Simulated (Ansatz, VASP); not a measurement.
B: VASP beside Ansatz

File POSCAR:

```
B
1.0
    0.0000000000      2.0683080914      2.0683080914
    2.0683080914      0.0000000000      2.0683080914
    2.0683080914      2.0683080914      0.0000000000
B
2
Direct
    0.1250000000      0.1250000000      0.1250000000
    0.8750000000      0.8750000000      0.8750000000
```

File INCAR.step1:

```
SYSTEM = B
  PREC = Accurate
  ENCUT = 600
  ISMEAR = -1
  SIGMA = 0.1
  LREAL = .FALSE.
  LASPH = .TRUE.
  NELM = 60
  GGA = PE
  ALGO = Normal
  EDIFF = 1E-4
  LWAVE = .TRUE.
  LCHARG = .FALSE.
```

INCAR.step2

```
SYSTEM = B
  PREC = Accurate
  ENCUT = 600
  EDIFF = 1E-7
  ISMEAR = -1
  SIGMA = 0.1
  LREAL = .FALSE.
  LASPH = .TRUE.
  NELM = 60
  ALGO = Normal
  ISIF = 3
  LWAVE = .FALSE.
  LCHARG = .FALSE.
  METAGGA = R2SCAN
  LMIXTAU = .TRUE.
  IBRION = 2
  NSW = 80
  EDIFFG = -0.01
  ISTART = 1
```

File KPOINTS:

```
regular mesh
0
G
  13 13 13
  0 0 0
```

Input for Ansatz:

```yaml
crystal:
  lattice:
    - [0.0, 2.0683080914, 2.0683080914]
    - [2.0683080914, 0.0, 2.0683080914]
    - [2.0683080914, 2.0683080914, 0.0]
  atoms:
    - { symbol: B, position: [0.125, 0.125, 0.125] }
    - { symbol: B, position: [0.875, 0.875, 0.875] }
hamiltonian:
  xc: r2scan
  pseudopotentials:
    kind: paw
    azcp:
      B: "pseudopotentials/B.paw.azcp"
basis:
  ecutwfc: 500
  fft_grid_basis: typed
kpoints:
  mp_grid: { grid: [13, 13, 13], shift: [0, 0, 0] }
magnetization:
  spin_polarized: false
scf:
  occupations: { method: fermi_dirac, width: 0.1 }
relax:
  max_steps: 60
  f_tol: 0.01
  cell: {}
```

Alike in both runs: task relaxation of cell and atoms; functional r2SCAN; k mesh 13 × 13 × 13; occupations fermi-dirac, width 0.1 eV; no spin polarisation.

```csv
,VASP,Ansatz
version,VASP 6.6.1,Ansatz 0.2.0
potentials or method,"VASP PAW PBE potentials, release 64 (B), cutoff 600 eV","plane waves (500 eV) with PAW, scalar-relativistic"
valence electrons in the cell,6,6
```

```csv
,VASP,Ansatz,Ansatz less VASP
relaxed volume (Å³/atom),8.33,8.33,0.000
relaxed cell length with the largest relative difference (Å),2.867,2.867,0.0000
```

VASP's potentials were made for PBE, not for r2SCAN.
